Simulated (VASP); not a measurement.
Wanted: the native input for a VASP 6.6.1 run.

| Quantity | Value |
| --- | --- |
| Task | single point |
| Functional | PBEsol |
| Potentials or basis | VASP PAW PBE potentials, release 64 (K_sv) |
| Cutoff | 520 eV |
| k mesh | 14 × 14 × 14 |
| Occupations | gaussian, width 0.15 eV |
| Spin | no spin polarisation |
| Dipole correction | no |
| Further INCAR settings | ALGO = Fast; EDIFF = 1e-06; NBANDS = 10 |

The structure of K lies in POSCAR:

```
K
1.0
   -2.6180000000      2.6180000000      2.7489000000
    2.6180000000     -2.6180000000      2.7489000000
    2.6180000000      2.6180000000     -2.7489000000
K
1
Direct
    0.0000000000      0.0000000000      0.0000000000
```

This cell differs from its parent crystal: strain +0.000 along x and y, +0.050 along z.

The input as run:

INCAR

```
  PREC = Accurate
  ENCUT = 520
  EDIFF = 1E-6
  ISMEAR = 0
  SIGMA = 0.15
  LREAL = False
  LASPH = True
  NELM = 100
  ALGO = Fast
  ISIF = 2
  LWAVE = False
  LCHARG = False
  GGA = PS
  NBANDS = 10
```

KPOINTS

```
Automatic mesh
0
Gamma
  14 14 14
```

Potentials or basis: VASP PAW PBE potentials, release 64 (K_sv).

Command:

```sh
$ cat potpaw_PBE.64/K_sv/POTCAR > POTCAR
$ mpirun -np 1 vasp_std > vasp.out
```

It gave:

```json
{"Pressure": "-0.2 GPa", "Band gap on the k mesh": "zero (an odd number of electrons rules out a gap without spin polarisation)"}
```

Caveat: the cell differs from its parent crystal (strain +0.000 along x and y, +0.050 along z); the PAW data sets were made with another functional, which shifts forces and pressure a little.

Run time: 74 s on 1 thread of Intel(R) Xeon(R) 6975P-C (Granite Rapids), with other jobs on the host, peak memory 0.32 GiB.
